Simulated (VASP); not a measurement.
# Zr (Im-3m) in VASP: single point with HSE06

Aim: the single point of Zr with HSE06.

All numbers are computed with VASP 6.6.1; they aren't measurements. Logs are shortened: lines on timing, memory, paths and dates and some standing lists are left out, and cuts for length are marked.

### 1 The cell of the first run

The structure is cubic, space group Im-3m (No. 229). Conventional cell: a = 3.593 Å, b = 3.593 Å, c = 3.593 Å, α = 90.00°, β = 90.00°, γ = 90.00°. Within 4.1 Å of Zr (site symmetry m-3m) lie 14 Zr at 3.11 to 3.59 Å.

This isn't the form of Zr at room conditions, which is hcp.

### 2 Single point, HSE06

Contents of POSCAR:

```
Zr
1.0
   -1.7963578266      1.7963578266      1.7963578266
    1.7963578266     -1.7963578266      1.7963578266
    1.7963578266      1.7963578266     -1.7963578266
Zr
1
Direct
    0.0000000000      0.0000000000      0.0000000000
```

Contents of INCAR.step1:

```
SYSTEM = Zr
ALGO = Normal ; EDIFF = 1E-5
ENCUT = 400 ; GGA = PE
GGA_COMPAT = .False. ; ISIF = 2
ISMEAR = 0 ; LASPH = .True.
LREAL = .False. ; LWAVE = .True.
NBANDS = 12 ; NELM = 120
PREC = Accurate ; SIGMA = 0.05
```

Contents of INCAR.step2:

```
SYSTEM = Zr
ALGO = Normal ; EDIFF = 1E-6
ENCUT = 400 ; GGA = PE
GGA_COMPAT = .False. ; HFSCREEN = 0.2079
ISIF = 2 ; ISMEAR = 0
ISTART = 1 ; LASPH = .True.
LCHARG = .True. ; LELF = .True.
LHFCALC = .True. ; LREAL = .False.
LVHAR = .True. ; LWAVE = .False.
NBANDS = 12 ; NELM = 120
PREC = Accurate ; PRECFOCK = Normal
SIGMA = 0.05
```

Contents of KPOINTS:

```
k-points
0
Gamma
  8 8 8
  0 0 0
```

Potentials or basis: VASP PAW PBE potentials, release 64 (Zr_sv).

Launch:

```
cat potpaw_PBE.64/Zr_sv/POTCAR > POTCAR
cp INCAR.step1 INCAR
mpirun -np 1 vasp_std > vasp.out
cp INCAR.step2 INCAR
mpirun -np 1 vasp_std > vasp.out
```

OUTCAR:

```text
SYSTEM = Zr
   EDIFF = 1E-6
   ENCUT = 400
   GGA = PE
   HFSCREEN = 0.2079
   ISIF = 2
   ISMEAR = 0
   ISTART = 1
   LASPH = .True.
   LHFCALC = .True.
   LREAL = .False.
   NELM = 120
   PREC = Accurate
   PRECFOCK = Normal

 ion  position               nearest neighbor table
   1  0.000  0.000  0.000-

  LATTYP: Found a body centered cubic cell.
 ALAT       =     3.5927156532

  Lattice vectors:

 A1 = (  -1.7963578266,   1.7963578266,   1.7963578266)
 A2 = (   1.7963578266,  -1.7963578266,   1.7963578266)
 A3 = (   1.7963578266,   1.7963578266,  -1.7963578266)

Analysis of symmetry for initial positions (statically):
=====================================================================
 Subroutine PRICEL returns:
 Original cell was already a primitive cell.

 Routine SETGRP: Setting up the symmetry group for a
 body centered cubic supercell.

 Subroutine GETGRP returns: Found 48 space group operations
 (whereof 48 operations were pure point group operations)
 out of a pool of 48 trial point group operations.

The static configuration has the point symmetry O_h .

Analysis of symmetry for dynamics (positions and initial velocities):
=====================================================================
 Subroutine PRICEL returns:
 Original cell was already a primitive cell.

 Routine SETGRP: Setting up the symmetry group for a
 body centered cubic supercell.

 Subroutine GETGRP returns: Found 48 space group operations
 (whereof 48 operations were pure point group operations)
 out of a pool of 48 trial point group operations.

The dynamic configuration has the point symmetry O_h .

 Subroutine INISYM returns: Found 48 space group operations
 (whereof 48 operations are pure point group operations),
 and found     1 'primitive' translations

----------------------------------------------------------------------------------------

                                     Primitive cell

  volume of cell :      23.1867

  direct lattice vectors                    reciprocal lattice vectors
    -1.796357827  1.796357827  1.796357827     0.000000000  0.278340981  0.278340981
     1.796357827 -1.796357827  1.796357827     0.278340981  0.000000000  0.278340981
     1.796357827  1.796357827 -1.796357827     0.278340981  0.278340981  0.000000000

  length of vectors
     3.111383024  3.111383024  3.111383024     0.393633591  0.393633591  0.393633591

  position of ions in fractional coordinates (direct lattice)
     0.000000000  0.000000000  0.000000000

  ion indices of the primitive-cell ions
   primitive index   ion index
                 1           1

----------------------------------------------------------------------------------------

 KPOINTS: k-points

Automatic generation of k-mesh.
 Grid dimensions read from file:
 generate k-points for:    8    8    8

 Generating k-lattice:

  Cartesian coordinates                     Fractional coordinates (reciprocal lattice)
     0.000000000  0.034792623  0.034792623     0.125000000  0.000000000  0.000000000
     0.034792623  0.000000000  0.034792623     0.000000000  0.125000000  0.000000000
     0.034792623  0.034792623  0.000000000     0.000000000  0.000000000  0.125000000

  Length of vectors
     0.049204199  0.049204199  0.049204199

  Shift w.r.t. Gamma in fractional coordinates (k-lattice)
     0.000000000  0.000000000  0.000000000

 Subroutine IBZKPT returns following result:
 ===========================================

 Found     29 irreducible k-points:

 Following reciprocal coordinates:
            Coordinates               Weight
  0.000000  0.000000  0.000000      1.000000
  0.125000  0.000000  0.000000     12.000000
  0.250000  0.000000  0.000000     12.000000
  0.375000  0.000000  0.000000     12.000000
  0.500000  0.000000  0.000000      6.000000
  0.125000  0.125000  0.000000     24.000000
[... 16 lines left out ...]
 -0.250000  0.250000  0.250000      6.000000
 -0.375000  0.375000  0.250000     24.000000
 [... further k-points ...]
   k-points           NKPTS =     29   k-points in BZ     NKDIM =    512   number of bands    NBANDS=     12
   number of dos      NEDOS =    301   number of ions     NIONS =      1
   total plane-waves  NPLWV =   8000
   dimension x,y,z NGX =    20 NGY =   20 NGZ =   20
   dimension x,y,z NGXF=    40 NGYF=   40 NGZF=   40
   ions per type =               1
   NGX,Y,Z   is equivalent  to a cutoff of  10.69, 10.69, 10.69 a.u.
   NGXF,Y,Z  is equivalent  to a cutoff of  21.37, 21.37, 21.37 a.u.
 SYSTEM =  Zr
   PREC   = accura    normal or accurate (medium, high low for compatibility)
   ISTART =      1    job   : 0-new  1-cont  2-samecut
   ICHARG =      0    charge: 1-file 2-atom 10-const
   ISPIN  =      1    spin polarized calculation?
   LNONCOLLINEAR =      F non collinear calculations
   LSORBIT =      F    spin-orbit coupling
   LASPH  =      T    aspherical Exc in radial PAW
   ENCUT  =  400.0 eV  29.40 Ry    5.42 a.u.   5.07  5.07  5.07*2*pi/ulx,y,z
   NELM   =    120;   NELMIN=  2; NELMDL=  0     # of ELM steps
   EDIFF  = 0.1E-05   stopping-criterion for ELM
   LREAL  =      F    real-space projection
   EDIFFG = 0.1E-04   stopping-criterion for IOM
   NSW    =      0    number of steps for IOM
   IBRION =     -1    ionic relax: 0-MD 1-quasi-New 2-CG
   NFREE  =      0    steps in history (QN), initial steepest desc. (CG)
   ISIF   =      2    stress and relaxation
   ISYM   =      3    0-nonsym 1-usesym 2-fastsym
   POTIM  = 0.5000    time-step for ionic-motion
   TEBEG  =    0.0;   TEEND  =   0.0 temperature during run
   PSTRESS=    0.0 pullay stress
   NELECT =      12.0000    total number of electrons
   NUPDOWN=      -1.0000    fix difference up-down
   EMIN   =  10.00;   EMAX   =-10.00  energy-range for DOS
   EFERMI =   0.00;   METHOD = LEGACY
   ISMEAR =     0;   SIGMA  =   0.05  broadening in eV -4-tet -1-fermi 0-gaus
   EFERMI_NEDOS =   21; number of points for ismear=-14 and -15
   IALGO  =     38    algorithm
   IMIX   =      1    mixing-type and parameters
     AMIX     =   0.40;   BMIX     =  1.00
     AMIX_MAG =   1.60;   BMIX_MAG =  1.00
  volume/ion in A,a.u.               =      23.19       156.47
  Fermi-wavevector in a.u.,A,eV,Ry     =   1.314384  2.483826 23.505512  1.727606
  Thomas-Fermi vector in A             =   2.444641
   LORBIT       =      0    0 simple, 1 ext, 2 COOP (PROOUT), +10 PAW based schemes
   GGA     = PE    functional components
   LHFCALC =     T    Hartree Fock is set to
   PRECFOCK=normal    Normal, Fast or Accurate (Low or Medium for compatibility)
   ENCUT4O =  -1.0   cutoff for four orbital integrals eV
   NKREDX  =     1    reduce k-point grid by
   NKREDY  =     1    reduce k-point grid by
   NKREDZ  =     1    reduce k-point grid by
   AEXX    =    0.2500 exact exchange contribution
   HFSCREEN=    0.2079 screening length (either q_TF or 0.3 A-1)
   HFSCREENC=   0.2079 screening length for correlation (either q_TF or 0.3 A-1)
   ENCUTFOCK=  -1.0 apply spherical cutoff to Coloumb kernel
   IVDW    =     0    specifies the selected vdW correction
   LEPSILON=     F    determine dielectric tensor
   LRPA    =     F    only Hartree local field effects (RPA)
 non-spin polarized calculation
 Gauss-broadening in eV      SIGMA  =   0.05
  energy-cutoff  :      400.00
  volume of cell :       23.19
 maximum number of plane-waves:       429
  NGX = 16; NGY = 16; NGZ = 16

 number of electron      11.9999999 magnetization

 Free energy of the ion-electron system (eV)
  ---------------------------------------------------
  ext. energy  EPLUGINS =         0.00000000
  ---------------------------------------------------
  free energy    TOTEN  =        -9.60994329 eV

  energy without entropy =       -9.60800903  energy(sigma->0) =       -9.60897616

 E-fermi :   8.7310     XC(G=0):  -9.1515

 val. band max:        8.6970466723   @ k =  -0.3750   0.3750   0.1250
 cond. band min:       8.7659607958   @ k =   0.2500   0.2500   0.0000
 fundamental gap:      0.0689141235
 Fermi energy:         8.7310266437

 k-point     1 :       0.0000    0.0000    0.0000
  band No.  band energies     occupation
      1     -43.4535      2.00000
      2     -19.5092      2.00000
      3     -19.5092      2.00000
      4     -19.5092      2.00000
      5       2.3886      2.00000
      6      10.4182      0.00000
      7      10.4182      0.00000
      8      10.4182      0.00000
      9      13.0404      0.00000
     10      13.0404      0.00000
     11      21.9076      0.00000
     12      21.9076      0.00000

 k-point     2 :       0.1250    0.0000    0.0000
  band No.  band energies     occupation
      1     -43.4285      2.00000
      2     -19.6809      2.00000
      3     -19.5584      2.00000
      4     -19.5105      2.00000
      5       2.9775      2.00000
      6      10.0101      0.00000
      7      10.1811      0.00000
      8      10.9558      0.00000
      9      12.5692      0.00000
     10      13.0251      0.00000
     11      22.3315      0.00000
     12      22.9029      0.00000

 k-point     3 :       0.2500    0.0000    0.0000
  band No.  band energies     occupation
      1     -43.3678      2.00000
      2     -20.0778      2.00000
      3     -19.6751      2.00000
      4     -19.5136      2.00000
      5       4.3910      2.00000
      6       9.1605      0.00000
      7       9.3513      0.00000
      8      12.4754      0.00000
      9      12.5555      0.00000
     10      13.1232      0.00000
     11      22.0396      0.00000
     12      23.4970      0.00000
[... 286 lines left out ...]
 k-point    23 :      -0.2500    0.2500    0.2500
  band No.  band energies     occupation
      1     -43.2954      2.00000
      2     -20.1054      2.00000
      3     -19.8609      2.00000
      4     -19.8609      2.00000
      5       5.9060      2.00000
      6       8.4590      2.00000
      7      10.6282      0.00000
      8      10.6282      0.00000
      9      12.3510      0.00000
     10      14.0202      0.00000
     11      22.0467      0.00000
     12      25.4351      0.00000

 k-point    24 :      -0.3750    0.3750    0.2500
  band No.  band energies     occupation
      1     -43.2436      2.00000
      2     -20.3131      2.00000
      3     -19.9870      2.00000
      4     -19.8978      2.00000
      5       6.6121      2.00000
      6       7.3995      2.00000
      7      10.6211      0.00000
      8      11.2342      0.00000
      9      14.1155      0.00000
     10      14.4649      0.00000
     11      21.4369      0.00000
     12      22.9893      0.00000

 [... further k-points ...]
[... 5 lines left out ...]
  --------------------------------------------------------------------------------------
  -------------------------------------------------------------------------------------
  Total       -0.0375005     -0.0375005     -0.0375005     -0.0000000      0.0000000      0.0000000
  in kB       -2.5912472     -2.5912472     -2.5912472     -0.0000000      0.0000000      0.0000000
  external PRESSURE =      -2.5912472 kB  Pullay stress =       0.0000000 kB

 VOLUME and BASIS-vectors are now :
 -----------------------------------------------------------------------------
  energy-cutoff  :      400.00
  volume of cell :       23.19
      direct lattice vectors                 reciprocal lattice vectors
    -1.796357827  1.796357827  1.796357827     0.000000000  0.278340981  0.278340981
     1.796357827 -1.796357827  1.796357827     0.278340981  0.000000000  0.278340981
     1.796357827  1.796357827 -1.796357827     0.278340981  0.278340981  0.000000000

 POSITION                                       TOTAL-FORCE (eV/Angst)
 -----------------------------------------------------------------------------------
      0.00000      0.00000      0.00000         0.000000     -0.000000      0.000000
 -----------------------------------------------------------------------------------
    total drift:                               -0.000000      0.000000      0.000000

  FREE ENERGIE OF THE ION-ELECTRON SYSTEM (eV)
  ---------------------------------------------------
  free  energy   TOTEN  =        -9.6099432862 eV

  energy  without entropy=       -9.6080090272  energy(sigma->0) =       -9.60897616
```

Wall time 26 min (1 thread of Oxide Virtual Turin-like, shared host); peak memory 0.2 GiB.

Results:

* Free energy: -9.6099 eV
* Pressure: -0.3 GPa
* Band gap on the k mesh: zero (bands 6 and 7 overlap by 2.43 eV)

Levels at points of the mesh, in eV from the Fermi level:
| k point | band 3 | band 4 | band 5 | band 6 | band 7 | band 8 | band 9 | band 10 |
| --- | --- | --- | --- | --- | --- | --- | --- | --- |
| (0.00, 0.00, 0.00) | -28.24 | -28.24 | -6.34 | 1.69 | 1.69 | 1.69 | 4.31 | 4.31 |
| (0.50, 0.00, 0.00) | -28.57 | -28.25 | -3.27 | -0.57 | 1.50 | 4.29 | 4.98 | 7.22 |
| (0.50, 0.50, 0.50) | -28.96 | -28.96 | -3.04 | -3.04 | 6.51 | 6.51 | 6.51 | 8.00 |

Caveat: the PAW data sets were made with another functional, which shifts forces and pressure a little.

The gap in the log of VASP goes by the Fermi energy; the results here count the filled bands.